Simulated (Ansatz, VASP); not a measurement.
One calculation of Si, two programs

```xyz
1
Lattice="0.0000 1.8876 1.8876 1.8876 0.0000 1.8876 1.8876 1.8876 0.0000" Properties=species:S:1:pos:R:3 pbc="T T T"
Si    0.0000    0.0000    0.0000
```

Alike in both runs: task single point; functional RPBE; k mesh 16 × 16 × 16; occupations fermi-dirac, width 0.1 eV; no spin polarisation.

|  | VASP | Ansatz |
| --- | --- | --- |
| version | VASP 6.6.1 | Ansatz 0.2.0 |
| potentials or method | VASP PAW PBE potentials, release 64 (Si), cutoff 520 eV | plane waves (420 eV) with PAW, scalar-relativistic |
| valence electrons in the cell | 4 | 4 |

VASP gave:

```
pressure (GPa) : 8.0
```

Problem. Which values does Ansatz return?

Solution. Pressure (GPa): 8.6.

VASP's potentials were made for PBE, not for RPBE. With one functional, cell and mesh, what is left measures potentials, basis and numerics.
